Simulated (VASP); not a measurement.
Crystal: TiAl.

```
Ti Al
1.0
     2.82851    0.00000    0.00000
    -1.41426    2.44956    0.00000
     0.00000    0.00000    4.61486
Ti Al
1 1
Direct
  0.00000 0.00000 0.00000
  0.33333 0.66667 0.50000
```

Base run:

* Program: VASP 6.6.1
* Functional: LDA
* Potentials or basis: VASP PAW LDA potentials, release 64 (Ti_sv, Al)
* Cutoff: 520 eV
* k mesh: 11 × 11 × 6
* Occupations: fermi-dirac, width 0.05 eV
* Spin: no spin polarisation

Its results: pressure -1.9 GPa.

**Question.** The run is repeated on the same cell with these changes: functional from LDA to PBEsol; potentials or basis from VASP PAW LDA potentials, release 64 (Ti_sv, Al) to VASP PAW PBE potentials, release 64 (Ti_sv, Al). What comes out?

**Answer.** Pressure 1.6 GPa.

Caveats: the PAW data sets were made with another functional, which shifts forces and pressure a little (some runs).
